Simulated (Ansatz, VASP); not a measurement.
## Se in VASP and in Ansatz

```
Se
1.0
     5.52658    3.19077    1.86998
    -5.52658    3.19077    1.86998
     0.00000   -6.38154    1.86998
Se
6
Direct
  0.26583 0.13814 0.88578
  0.88578 0.26583 0.13814
  0.13814 0.88578 0.26583
  0.73417 0.86186 0.11422
  0.11422 0.73417 0.86186
  0.86186 0.11422 0.73417
```

Alike in both runs: functional PBE; k mesh 4 × 4 × 4; occupations fermi-dirac, width 0.05 eV; no spin polarisation.

Ansatz relaxed the structure, and its values are those at the end. VASP's run is a single point on that final structure, the one shown.

|  | VASP | Ansatz |
| --- | --- | --- |
| version | VASP 6.6.1 | Ansatz 0.2.0 |
| potentials or method | VASP PAW PBE potentials, release 64 (Se), cutoff 520 eV | plane waves (420 eV) with PAW, scalar-relativistic |
| valence electrons in the cell | 36 | 96 |

|  | VASP | Ansatz | Ansatz less VASP |
| --- | --- | --- | --- |
| pressure (GPa) | 0.1 | 0.0 | -0.09 |
| rms of the force components (eV/Å) | 0.019 | 0.002 | -0.0162 |

With one functional, cell and mesh, what is left measures potentials, basis and numerics. VASP's potentials hold 36 valence electrons a cell and Ansatz's 96, so a difference there can come from the potentials and not from the codes.
